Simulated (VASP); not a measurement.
Write the native input for VASP 6.6.1 that does the following.

```
Task                   : single point
Functional             : PBE
Potentials or basis    : VASP PAW PBE potentials, release 64 (Zn, O)
Cutoff                 : 520 eV
k mesh                 : 8 × 4 × 4
Occupations            : gaussian, width 0.2 eV
Spin                   : no spin polarisation
Dipole correction      : no
Further INCAR settings : ALGO = Normal; EDIFF = 1e-06; NBANDS = 65
```

The structure of Zn4O lies in POSCAR:

```
Zn4O
1.0
    1.5198509396     -2.6324590472      0.0000000000
   -4.5595528187     -2.6324590472      0.0000000000
    0.0000000000      0.0000000000     -9.0370511697
Zn O
8 2
Direct
    1.0000000000      0.6666666667      0.9812107127
    0.5000000000      0.1666666667      0.9812107127
    0.5000000000      0.5000000000      0.3000447593
    1.0000000000      0.0000000000      0.3000447593
    0.5000000000      0.8333333333      0.5366038764
    1.0000000000      0.3333333333      0.5366038764
    0.5000000000      0.5000000000      0.7636897596
    0.0000000000      1.0000000000      0.7636897596
    1.0000000000      0.6666666667      0.1939322319
    0.5000000000      0.1666666667      0.1939322319
```

These files were run (other wordings do the same):

INCAR

```
SYSTEM = Zn4O
PREC = Accurate
ENCUT = 520
EDIFF = 1E-6
ISMEAR = 0
SIGMA = 0.2
LREAL = .FALSE.
LASPH = .TRUE.
NELM = 60
ALGO = Normal
ISIF = 2
LWAVE = .FALSE.
LCHARG = .TRUE.
GGA = PE
LELF = .TRUE.
LVHAR = .TRUE.
NBANDS = 65
```

KPOINTS

```
Automatic mesh
0
G
  8 4 4
  0 0 0
```

Potentials or basis: VASP PAW PBE potentials, release 64 (Zn, O).

Launch:

```sh
$ cat potpaw_PBE.64/Zn/POTCAR potpaw_PBE.64/O/POTCAR > POTCAR
$ mpirun -np 1 vasp_std > vasp.out
```

It gave:

| Property | Result |
| --- | --- |
| Pressure | 0.6 GPa |
| Largest force | 0.088 eV/Å |
| Band gap on the k mesh | zero (bands 54 and 55 overlap by 1.09 eV) |

Wall time 8.6 min on 1 thread of Intel(R) Xeon(R) Platinum 8488C (Sapphire Rapids), on a shared host, peak memory 0.46 GiB.
